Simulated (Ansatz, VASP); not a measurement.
One calculation of TiO3, two programs

```
Ti O
1.0
     3.18299    0.00000    0.00000
     0.00000    3.18299    0.00000
     0.00000    0.00000    3.18299
Ti O
1 3
Direct
  0.00000 0.00000 0.00000
  0.00000 0.50000 0.50000
  0.50000 0.00000 0.50000
  0.50000 0.50000 0.00000
```

Alike in both runs: functional r2SCAN; k mesh 14 × 14 × 14; occupations gaussian, width 0.1 eV; no spin polarisation.

Ansatz relaxed the structure, and its values are those at the end. VASP's run is a single point on that final structure, the one shown.

```csv
,VASP,Ansatz
version,VASP 6.6.1,Ansatz 0.2.0
potentials or method,"VASP PAW PBE potentials, release 64 (Ti_sv, O), cutoff 520 eV","scalar-relativistic, plane waves, PAW"
valence electrons in the cell,30,30
```

```csv
,VASP,Ansatz,Ansatz less VASP
gap on the k mesh at the Fermi level (eV),none,none,-
pressure (GPa),1.1,0.0,-1.09
```

VASP's potentials were made for PBE, not for r2SCAN. A gap of «none» marks a metal or a gap that the smearing closes. With one functional, cell and mesh, what is left measures potentials, basis and numerics.
